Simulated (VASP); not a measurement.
Co, 2 atoms in the cell. It takes space group P-3m1 (No. 164, trigonal). Conventional cell: a = 2.643 Å, b = 2.643 Å, c = 4.318 Å, α = 90.00°, β = 90.00°, γ = 120.00°. Co (site symmetry 3m) has 12 Co at 2.57 to 2.71 Å within 3.4 Å.  This cell differs from its parent crystal: volume scaled by 1.2.

| Item | Value |
| --- | --- |
| Program | VASP 6.6.1 |
| Task | single point |
| Functional | PBE |
| Potentials or basis | VASP PAW PBE potentials, release 64 (Co) |
| Cutoff | 520 eV |
| k mesh | 15 × 15 × 8 |
| Occupations | fermi-dirac, width 0.08 eV |
| Spin | no spin polarisation |
| Dipole correction | no |
| Further INCAR settings | ALGO = Normal; EDIFF = 1e-06; NBANDS = 16 |

Potentials or basis: VASP PAW PBE potentials, release 64 (Co).

Launch:

```sh
$ cat potpaw_PBE.64/Co/POTCAR > POTCAR
$ mpirun -np 1 vasp_std > vasp.out
```

Hardware: 1 thread of Intel(R) Xeon(R) 6975P-C (Granite Rapids) (shared host).

Question: How long does it take, and how much memory?

Answer: It took 39 s on 1 thread of Intel(R) Xeon(R) 6975P-C (Granite Rapids), with other jobs on the host, peak memory 0.19 GiB. Counts: scf iterations 12, k points 192.
